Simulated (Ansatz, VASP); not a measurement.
**Bi: VASP beside Ansatz**

```xyz
2
Lattice="0.0000 2.9883 2.9883 2.9883 0.0000 2.9883 2.9883 2.9883 0.0000" Properties=species:S:1:pos:R:3 pbc="T T T"
Bi   -0.7471   -0.7471   -0.7471
Bi    0.7471    0.7471    0.7471
```

Change from the starting cell: volume scaled by 0.58, LAPW.

Alike in both runs: task single point; functional PBEsol; k mesh 11 × 11 × 11; occupations fermi-dirac, width 0.08 eV; no spin polarisation.

|  | VASP | Ansatz |
| --- | --- | --- |
| version | VASP 6.6.1 | Ansatz 0.2.0 |
| potentials or method | VASP PAW PBE potentials, release 64 (Bi_d), cutoff 520 eV | all-electron LAPW, scalar-relativistic |

|  | VASP | Ansatz | Ansatz less VASP |
| --- | --- | --- | --- |
| pressure (GPa) | 58.1 | 58.2 | +0.05 |

VASP's potentials were made for PBE, not for PBEsol. Both programs put the cell under a high pressure, so it lies far from rest at this level. Ansatz ran all-electron here, and VASP with PAW potentials.

Neither program's run includes spin-orbit coupling.
